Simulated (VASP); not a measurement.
# Ga3SbN2 (P6/mmm) in VASP: notebook

Runs on Ga3SbN2. Level: PBE. Tasks: single point, relaxation of cell and atoms.

Everything below comes from runs of VASP 6.6.1. Logs are shortened: lines on timing, memory, paths and dates and some standing lists are left out, and cuts for length are marked.

**1. The cell of the first run**

The structure is hexagonal, space group P6/mmm (No. 191). Conventional cell: a = 5.277 Å, b = 5.277 Å, c = 6.578 Å, α = 90.00°, β = 90.00°, γ = 120.00°. Ga (site symmetry mmm) has 4 Ga at 2.64 Å and 4 N at 2.96 Å within 3.5 Å. Sb (site symmetry 6/mmm) has 2 N at 1.94 Å within 2.6 Å. Within 2.8 Å of N (site symmetry 6mm) lie 1 Sb at 1.94 Å and 1 N at 2.70 Å.

The cell was built from a structure type or drawn by symmetry, and may not be a known phase.

**2. Single point, PBE**

INCAR

```
SYSTEM = Ga3SbN2
  PREC = Accurate
  ENCUT = 520
  EDIFF = 1E-7
  ISMEAR = 0
  SIGMA = 0.1
  LREAL = .False.
  LASPH = .True.
  NELM = 100
  ALGO = Normal
  ISIF = 2
  LWAVE = .False.
  LCHARG = .True.
  GGA = PE
  LELF = .True.
  LVHAR = .True.
  NBANDS = 36
```

KPOINTS

```
regular mesh
0
Gamma
  6 6 4
  0 0 0
```

POSCAR

```
Ga3SbN2
1.0
    5.2772056700      0.0000000035      0.0000000000
   -2.6386028380      4.5701941694      0.0000000000
    0.0000000000      0.0000000000      6.5781789057
Ga Sb N
3 1 2
Direct
    0.5000000000      0.0000000000      0.0000000000
    0.0000000000      0.5000000000      0.0000000000
    0.5000000000      0.5000000000      0.0000000000
    0.0000000000      0.0000000000      0.5000000000
    0.0000000000      0.0000000000      0.2053634125
    0.0000000000      0.0000000000      0.7946365875
```

Potentials or basis: VASP PAW PBE potentials, release 64 (Ga_d, Sb, N).

The run is started by

```console
cat potpaw_PBE.64/Ga_d/POTCAR potpaw_PBE.64/Sb/POTCAR potpaw_PBE.64/N/POTCAR > POTCAR
mpirun -np 1 vasp_std > vasp.out
```

OUTCAR:

```text
SYSTEM = Ga3SbN2
   PREC = Accurate
   ENCUT = 520
   EDIFF = 1E-7
   ISMEAR = 0
   LREAL = .False.
   LASPH = .True.
   NELM = 100
   ISIF = 2
   GGA = PE

 ion  position               nearest neighbor table
   1  0.500  0.000  0.000-   3 2.64   3 2.64   2 2.64   2 2.64
   2  0.000  0.500  0.000-   1 2.64   1 2.64   3 2.64   3 2.64
   3  0.500  0.500  0.000-   1 2.64   1 2.64   2 2.64   2 2.64
   4  0.000  0.000  0.500-   5 1.94   6 1.94
   5  0.000  0.000  0.205-   4 1.94
   6  0.000  0.000  0.795-   4 1.94

  LATTYP: Found a hexagonal cell.
 ALAT       =     5.2772056700
 C/A-ratio  =     1.2465269154

  Lattice vectors:

 A1 = (   5.2772056700,   0.0000000035,   0.0000000000)
 A2 = (  -2.6386028380,   4.5701941694,   0.0000000000)
 A3 = (   0.0000000000,   0.0000000000,   6.5781789057)

Analysis of symmetry for initial positions (statically):
=====================================================================
 Subroutine PRICEL returns:
 Original cell was already a primitive cell.

 Routine SETGRP: Setting up the symmetry group for a
 hexagonal supercell.

 Subroutine GETGRP returns: Found 24 space group operations
 (whereof 24 operations were pure point group operations)
 out of a pool of 24 trial point group operations.

The static configuration has the point symmetry D_6h.

Analysis of symmetry for dynamics (positions and initial velocities):
=====================================================================
 Subroutine PRICEL returns:
 Original cell was already a primitive cell.

 Routine SETGRP: Setting up the symmetry group for a
 hexagonal supercell.

 Subroutine GETGRP returns: Found 24 space group operations
 (whereof 24 operations were pure point group operations)
 out of a pool of 24 trial point group operations.

The dynamic configuration has the point symmetry D_6h.

 Subroutine INISYM returns: Found 24 space group operations
 (whereof 24 operations are pure point group operations),
 and found     1 'primitive' translations

----------------------------------------------------------------------------------------

                                     Primitive cell

  volume of cell :     158.6516

  direct lattice vectors                    reciprocal lattice vectors
     5.277205670  0.000000003  0.000000000     0.189494225  0.109404542  0.000000000
    -2.638602838  4.570194169  0.000000000    -0.000000000  0.218809084  0.000000000
[... 92 lines left out ...]
   NSW    =      0    number of steps for IOM
   IBRION =     -1    ionic relax: 0-MD 1-quasi-New 2-CG
   NFREE  =      0    steps in history (QN), initial steepest desc. (CG)
   ISIF   =      2    stress and relaxation
   ISYM   =      2    0-nonsym 1-usesym 2-fastsym
   POTIM  = 0.5000    time-step for ionic-motion
   TEBEG  =    0.0;   TEEND  =   0.0 temperature during run
   PSTRESS=    0.0 pullay stress
   NELECT =      54.0000    total number of electrons
   NUPDOWN=      -1.0000    fix difference up-down
   EMIN   =  10.00;   EMAX   =-10.00  energy-range for DOS
   EFERMI =   0.00;   METHOD = LEGACY
   ISMEAR =     0;   SIGMA  =   0.10  broadening in eV -4-tet -1-fermi 0-gaus
   EFERMI_NEDOS =   21; number of points for ismear=-14 and -15
   IALGO  =     38    algorithm
   IMIX   =      4    mixing-type and parameters
     AMIX     =   0.40;   BMIX     =  1.00
     AMIX_MAG =   1.60;   BMIX_MAG =  1.00
  volume/ion in A,a.u.               =      26.44       178.44
  Fermi-wavevector in a.u.,A,eV,Ry     =   1.143031  2.160015 17.776278  1.306520
  Thomas-Fermi vector in A             =   2.279727
   LORBIT       =      0    0 simple, 1 ext, 2 COOP (PROOUT), +10 PAW based schemes
   GGA     = PE    functional components
   LHFCALC =     F    Hartree Fock is set to
   AEXX    =    0.0000 exact exchange contribution
   IVDW    =     0    specifies the selected vdW correction
   LEPSILON=     F    determine dielectric tensor
   LRPA    =     F    only Hartree local field effects (RPA)
 non-spin polarized calculation
 Gauss-broadening in eV      SIGMA  =   0.10
  energy-cutoff  :      520.00
  volume of cell :      158.65
 maximum number of plane-waves:      4284
 NGX is ok and might be reduce to    40
   NGX = 19   NGY = 19   NGZ = 25

 number of electron      53.9999994 magnetization

 Free energy of the ion-electron system (eV)
  ---------------------------------------------------
  ext. energy  EPLUGINS =         0.00000000
  ---------------------------------------------------
  free energy    TOTEN  =       -22.27087286 eV

  energy without entropy =      -22.26259663  energy(sigma->0) =      -22.26673475

 E-fermi :   2.6365     XC(G=0):  -8.2549

 val. band max:        2.6215469372   @ k =   0.5000   0.0000   0.5000
 cond. band min:       2.6806611828   @ k =   0.0000   0.0000   0.0000
 fundamental gap:      0.0591142455
 Fermi energy:         2.6365203309

 k-point     1 :       0.0000    0.0000    0.0000
  band No.  band energies     occupation
      1     -12.9161      2.00000
      2     -12.7737      2.00000
      3     -12.7737      2.00000
      4     -12.6848      2.00000
      5     -12.6815      2.00000
      6     -12.5708      2.00000
[... 808 lines left out ...]
     35       7.0021      0.00000
     36       8.9833      0.00000

------------------------ aborting loop because EDIFF is reached ----------------------------------------

  FORCE on cell =-STRESS in cart. coord.  units (eV):
  Direction    XX          YY          ZZ          XY          YZ          ZX
  --------------------------------------------------------------------------------------
  -------------------------------------------------------------------------------------
  Total        0.2297677      0.2297677      0.8123684      0.0000000      0.0000000      0.0000000
  in kB        2.3203590      2.3203590      8.2038792      0.0000000      0.0000000      0.0000000
  external PRESSURE =       4.2815324 kB  Pullay stress =       0.0000000 kB

 VOLUME and BASIS-vectors are now :
 -----------------------------------------------------------------------------
  energy-cutoff  :      520.00
  volume of cell :      158.65
      direct lattice vectors                 reciprocal lattice vectors
     5.277205670  0.000000003  0.000000000     0.189494225  0.109404542  0.000000000
    -2.638602838  4.570194169  0.000000000    -0.000000000  0.218809084  0.000000000
     0.000000000  0.000000000  6.578178906     0.000000000  0.000000000  0.152017757

 POSITION                                       TOTAL-FORCE (eV/Angst)
 -----------------------------------------------------------------------------------
      2.63860      0.00000      0.00000        -0.000000      0.000000      0.000000
     -1.31930      2.28510      0.00000        -0.000000      0.000000      0.000000
      1.31930      2.28510      0.00000        -0.000000      0.000000      0.000000
      0.00000      0.00000      3.28909        -0.000000      0.000000      0.000000
      0.00000      0.00000      1.35092         0.000000      0.000000     -0.235132
      0.00000      0.00000      5.22726        -0.000000     -0.000000      0.235132
 -----------------------------------------------------------------------------------
    total drift:                               -0.000000      0.000000     -0.000000

  FREE ENERGIE OF THE ION-ELECTRON SYSTEM (eV)
  ---------------------------------------------------
  free  energy   TOTEN  =       -22.2708728638 eV

  energy  without entropy=      -22.2625966346  energy(sigma->0) =      -22.26673475
```

stdout:

```text
POSCAR found type information on POSCAR GaSbN
 POSCAR found :  3 types and       6 ions
 scaLAPACK will be used
 LDA part: xc-table for (Slater+PW92), standard interpolation
 POSCAR, INCAR and KPOINTS ok, starting setup
 FFT: planning ... GRIDC
 FFT: planning ... GRID_SOFT
 FFT: planning ... GRID
 WAVECAR not read
 entering main loop
```

It took 2.5 min on 1 thread of Intel Xeon Platinum 8259CL at 2.50GHz (Skylake/Cascade Lake), shared host; peak memory 0.32 GiB.

Results:

| Quantity | Value |
| --- | --- |
| Free energy | -22.2709 eV |
| Pressure | 0.4 GPa |
| Largest force | 0.235 eV/Å |
| Band gap on the k mesh | zero (bands 27 and 28 overlap by 2.33 eV) |

Forces on the atoms (eV/Å):
```
Ga   0.000  0.000  0.000
Ga   0.000  0.000  0.000
Ga   0.000  0.000  0.000
Sb   0.000  0.000  0.000
N    0.000  0.000 -0.235
N    0.000  0.000  0.235
```

Levels at points of the mesh, in eV from the Fermi level:
| k point | band 23 | band 24 | band 25 | band 26 | band 27 | band 28 | band 29 | band 30 | band 31 | band 32 |
| --- | --- | --- | --- | --- | --- | --- | --- | --- | --- | --- |
| (0.00, 0.00, 0.00) | -3.08 | -2.26 | -2.26 | -1.90 | -1.90 | -0.92 | -0.35 | 0.04 | 0.04 | 2.80 |
| (0.50, 0.00, 0.00) | -3.02 | -2.74 | -2.06 | -1.68 | -1.37 | 0.37 | 1.09 | 1.09 | 1.22 | 1.54 |
| (0.00, 0.00, 0.50) | -3.19 | -3.19 | -3.10 | -2.24 | -2.24 | -1.52 | 1.45 | 1.45 | 1.53 | 2.12 |
| (0.50, 0.00, 0.50) | -4.04 | -3.37 | -1.54 | -0.58 | -0.02 | 0.33 | 0.59 | 1.25 | 1.28 | 1.80 |

Caveat: spin-orbit coupling is left out, which moves the levels of the heavy elements.

**3. Single point, PBE**

This run uses another cell than the first one, of 18.64 Å³/atom.

INCAR

```
SYSTEM = Ga3SbN2
ALGO = Normal ; EDIFF = 1E-6
ENCUT = 520 ; GGA = PE
ISIF = 2 ; ISMEAR = 0
LASPH = .True. ; LCHARG = .True.
LELF = .True. ; LREAL = .False.
LVHAR = .True. ; LWAVE = .False.
NBANDS = 36 ; NELM = 60
PREC = Accurate ; SIGMA = 0.1
```

KPOINTS

```
k-points
0
Gamma
  6 6 4
  0 0 0
```

POSCAR

```
Ga3SbN2
1.0
    4.3786332900      0.0000000000      0.0000000000
   -2.1893166500      3.7920076600      0.0000000000
    0.0000000000      0.0000000000      6.7340754400
Ga Sb N
3 1 2
Direct
    0.5000000000      0.0000000000      0.0000000000
    0.0000000000      0.5000000000      0.0000000000
    0.5000000000      0.5000000000      0.0000000000
    0.0000000000      0.0000000000      0.5000000000
    0.0000000000      0.0000000000      0.2759329900
    0.0000000000      0.0000000000      0.7240670100
```

Potentials or basis: VASP PAW PBE potentials, release 64 (Ga_d, Sb, N).

The run is started by

```console
cat potpaw_PBE.64/Ga_d/POTCAR potpaw_PBE.64/Sb/POTCAR potpaw_PBE.64/N/POTCAR > POTCAR
mpirun -np 1 vasp_std > vasp.out
```

It took 1.8 min on 1 thread of Intel Xeon Platinum 8259CL at 2.50GHz (Skylake/Cascade Lake), shared host; peak memory 0.28 GiB.

Results (log left out):

```yaml
Free_energy: -9.5832 eV
Pressure: 67.0 GPa
Largest_force: 30.351 eV/Å
Band_gap_on_the_k_mesh: zero (bands 27 and 28 overlap by 1.60 eV)
```

Forces in eV/Å, atoms in the order of the input:
```
Ga    0.000   0.000   0.000
Ga    0.000   0.000   0.000
Ga    0.000   0.000   0.000
Sb    0.000   0.000   0.000
N     0.000   0.000 -30.351
N     0.000   0.000  30.351
```

Stress tensor (GPa, compression positive):
```
 30.40   0.00   0.00
  0.00  30.40   0.00
  0.00   0.00 140.14
```

Levels at points of the mesh, in eV from the Fermi level:
```csv
k point,band 25,band 26,band 27,band 28,band 29,band 30
"(0.00, 0.00, 0.00)",-2.61,-0.96,-0.33,-0.33,0.17,0.17
"(0.50, 0.00, 0.00)",-2.87,-2.18,-1.26,1.01,1.10,1.33
"(0.00, 0.00, 0.50)",-3.32,-2.57,0.20,0.20,0.66,0.66
"(0.50, 0.00, 0.50)",-2.54,-0.78,-0.32,-0.05,0.30,1.23
```

Caveat: the cell stands under pressure; spin-orbit coupling is left out, which moves the levels of the heavy elements; forces of over 1 eV/Å act on the atoms, so gaps and moduli don't describe the material at rest.

**4. Relaxation of cell and atoms, PBE**

This run uses another cell than the first one, of 18.64 Å³/atom.

INCAR

```
SYSTEM = Ga3SbN2
ALGO = Normal
EDIFF = 1E-6
EDIFFG = -0.04
ENCUT = 600
GGA = PE
IBRION = 2
ISIF = 3
ISMEAR = 0
LASPH = .True.
LCHARG = .False.
LREAL = .False.
LWAVE = .False.
NELM = 60
NSW = 90
PREC = Accurate
SIGMA = 0.1
```

KPOINTS is that of step 3.

POSCAR is that of step 3.

The run is started by

```console
cat potpaw_PBE.64/Ga_d/POTCAR potpaw_PBE.64/Sb/POTCAR potpaw_PBE.64/N/POTCAR > POTCAR
mpirun -np 1 vasp_std > vasp.out
```

It took 71 min on 1 thread of Intel Xeon Platinum 8259CL at 2.50GHz (Skylake/Cascade Lake), shared host; peak memory 0.32 GiB.

Results (log left out):

| Property | Result |
| --- | --- |
| Free energy | -24.8716 eV |
| Relaxed volume | 26.07 Å³/atom |
| Relaxed cell | a = 5.649 Å, b = 5.649 Å, c = 5.660 Å, α = 90.00°, β = 90.00°, γ = 120.00° |
| Space group after relaxing (to 0.1 Å) | P6/mmm (No. 191) |
| Energy gained by relaxing | 2547.5 meV/atom |
| Ionic steps | 53 |
| Pressure after relaxing | 0.0 GPa |
| Largest force after relaxing | 0.018 eV/Å |
| Band gap on the k mesh | zero (bands 27 and 28 overlap by 2.16 eV) |

Forces on the atoms (eV/Å):
```
Ga   0.000  0.000  0.000
Ga   0.000  0.000  0.000
Ga   0.000  0.000  0.000
Sb   0.000  0.000  0.000
N    0.000  0.000  0.018
N    0.000  0.000 -0.018
```

Stress tensor (GPa, compression positive):
```
-0.01  0.00  0.00
 0.00 -0.01  0.00
 0.00  0.00  0.10
```

The path:
```csv
step,energy change (eV),largest force (eV/Å),pressure (GPa),volume (Å³)
1,0.0000,30.3477,66.91,111.81
3,-8.8373,2.9898,-5.31,253.48
5,-8.7226,4.5451,-5.66,243.99
7,-10.2440,0.1595,0.58,218.36
9,-10.2750,0.5007,2.28,214.88
11,-10.6663,1.5254,3.02,214.98
13,-10.8740,8.3449,5.47,214.72
15,-11.5735,3.7554,2.50,220.42
17,-12.7033,3.1811,-3.84,243.52
19,-12.6532,7.6582,-0.78,240.21
21,-12.9271,1.9791,-2.24,235.60
23,-12.1114,19.2804,7.44,180.42
25,-13.2541,21.5208,2.05,196.25
27,-13.1611,22.2547,2.66,194.04
29,-13.1761,21.9181,2.66,193.66
31,-13.2126,20.4623,2.79,191.93
33,-13.2045,20.0310,2.88,191.28
35,-13.2895,19.1925,2.61,191.49
37,-13.6294,15.6676,1.34,192.45
39,-14.4077,5.0833,-2.68,196.15
41,-14.5290,0.0354,-4.73,198.74
43,-14.5422,0.6144,-4.47,197.99
45,-14.6440,0.5857,-4.17,194.50
47,-14.9752,0.4604,-2.88,180.94
49,-15.2169,0.7182,0.79,158.29
51,-15.2471,1.0772,-0.20,157.62
53,-15.2853,0.0178,0.03,156.45
```

Final structure:
```yaml
crystal:
  lattice:
    - [5.64929, 0.00000, 0.00000]
    - [-2.82464, 4.89243, 0.00000]
    - [0.00000, 0.00000, 5.66039]
  atoms:
    - { symbol: Ga, position: [0.50000, 0.00000, 0.00000] }
    - { symbol: Ga, position: [0.00000, 0.50000, 0.00000] }
    - { symbol: Ga, position: [0.50000, 0.50000, 0.00000] }
    - { symbol: Sb, position: [0.00000, 0.00000, 0.50000] }
    - { symbol: N, position: [0.00000, 0.00000, 0.10573] }
    - { symbol: N, position: [0.00000, 0.00000, 0.89427] }
```

Levels at points of the mesh, in eV from the Fermi level:
| k point | band 24 | band 25 | band 26 | band 27 | band 28 | band 29 | band 30 | band 31 |
| --- | --- | --- | --- | --- | --- | --- | --- | --- |
| (0.00, 0.00, 0.00) | -3.11 | -2.62 | -0.49 | -0.13 | -0.13 | 0.25 | 0.25 | 1.84 |
| (0.50, 0.00, 0.00) | -2.68 | -1.02 | -0.68 | -0.59 | 0.00 | 0.02 | 1.32 | 2.32 |
| (0.00, 0.00, 0.50) | -3.05 | -2.58 | -1.51 | -1.51 | -0.77 | 1.47 | 1.47 | 2.36 |
| (0.50, 0.00, 0.50) | -2.74 | -2.60 | -1.79 | -0.66 | 0.81 | 1.81 | 2.26 | 2.38 |

Caveat: the volume moved by over 15 % at a fixed basis, so the end points are rough; spin-orbit coupling is left out, which moves the levels of the heavy elements.

**5. Single point, PBE**

This run uses another cell than the first one, of 26.65 Å³/atom.

INCAR

```
SYSTEM = Ga3SbN2
  ALGO = Normal
  EDIFF = 1E-7
  ENCUT = 520
  GGA = PE
  ISIF = 2
  ISMEAR = 0
  LASPH = .TRUE.
  LCHARG = .TRUE.
  LELF = .TRUE.
  LREAL = .FALSE.
  LVHAR = .TRUE.
  LWAVE = .FALSE.
  NBANDS = 36
  NELM = 80
  PREC = Accurate
  SIGMA = 0.1
```

KPOINTS

```
k-points
0
G
  12 12 6
  0 0 0
```

POSCAR

```
Ga3SbN2
1.0
    5.2802614489      0.0000000000      0.0000000000
   -2.6401307245      4.5728405534      0.0000000000
    0.0000000000      0.0000000000      6.6231730421
Ga Sb N
3 1 2
Direct
    0.5000000000      0.0000000000      0.0000000000
    0.0000000000      0.5000000000      0.0000000000
    0.5000000000      0.5000000000      0.0000000000
    0.0000000000      0.0000000000      0.5000000000
    0.0000000000      0.0000000000      0.2071461294
    0.0000000000      0.0000000000      0.7928538706
```

The run is started by

```console
cat potpaw_PBE.64/Ga_d/POTCAR potpaw_PBE.64/Sb/POTCAR potpaw_PBE.64/N/POTCAR > POTCAR
mpirun -np 1 vasp_std > vasp.out
```

It took 11 min on 1 thread of Intel Xeon Platinum 8259CL at 2.50GHz (Skylake/Cascade Lake), shared host; peak memory 0.53 GiB.

The run converged. Its results:

```
Free energy            : -22.2440 eV
Pressure               : 0.3 GPa
Largest force          : 0.224 eV/Å
Band gap on the k mesh : zero (bands 27 and 28 overlap by 2.34 eV)
```

Forces on the atoms (eV/Å):
```
Ga   0.000  0.000  0.000
Ga   0.000  0.000  0.000
Ga   0.000  0.000  0.000
Sb   0.000  0.000  0.000
N    0.000  0.000 -0.224
N    0.000  0.000  0.224
```

Stress tensor (GPa, compression positive):
```
0.01 0.00 0.00
0.00 0.01 0.00
0.00 0.00 0.78
```

Levels at points of the mesh, in eV from the Fermi level:
```csv
k point,band 23,band 24,band 25,band 26,band 27,band 28,band 29,band 30,band 31,band 32
"(0.00, 0.00, 0.00)",-3.07,-2.22,-2.22,-1.83,-1.83,-0.87,-0.27,0.10,0.10,2.82
"(0.50, 0.00, 0.00)",-3.01,-2.67,-1.99,-1.66,-1.32,0.46,1.15,1.17,1.27,1.58
"(0.00, 0.00, 0.50)",-3.12,-3.12,-3.06,-2.20,-2.20,-1.46,1.51,1.51,1.55,2.10
"(0.50, 0.00, 0.50)",-3.95,-3.29,-1.47,-0.55,0.02,0.38,0.64,1.31,1.32,1.83
```

Caveat: spin-orbit coupling is left out, which moves the levels of the heavy elements.

**6. Summary**

| task | cell | k mesh | cutoff (eV) | gap on the mesh (eV) | pressure (GPa) | largest force (eV/Å) |
| --- | --- | --- | --- | --- | --- | --- |
| single point | a = 5.277, b = 5.277, c = 6.578 Å, angles 90.0, 90.0, 120.0°, 6 atoms, atomic positions A | 6 × 6 × 4 | 520 | none | 0.4 | 0.24 |
| single point | a = 4.379, b = 4.379, c = 6.734 Å, angles 90.0, 90.0, 120.0°, 6 atoms, atomic positions B | 6 × 6 × 4 | 520 | none | 67.0 | 30.35 |
| relaxation of cell and atoms | relaxed from a = 4.379, b = 4.379, c = 6.734 Å, angles 90.0, 90.0, 120.0°, 6 atoms, atomic positions B | 6 × 6 × 4 | 600 | none | 0.0 | 0.02 |
| single point | a = 5.280, b = 5.280, c = 6.623 Å, angles 90.0, 90.0, 120.0°, 6 atoms, atomic positions A | 12 × 12 × 6 | 520 | none | 0.3 | 0.22 |

Alike in all rows: level PBE; potentials or basis VASP PAW PBE potentials, release 64 (Ga_d, Sb, N); no spin polarisation; smearing gaussian 0.1 eV.

Caveats: spin-orbit coupling is left out, which moves the levels of the heavy elements; the cell stands under pressure (at least some runs); forces of over 1 eV/Å act on the atoms, so gaps and moduli don't describe the material at rest (at least some runs); the volume moved by over 15 % at a fixed basis, so the end points are rough (at least some runs).

Total energies depend on the potentials used, so only differences within one code and one set of settings carry meaning.
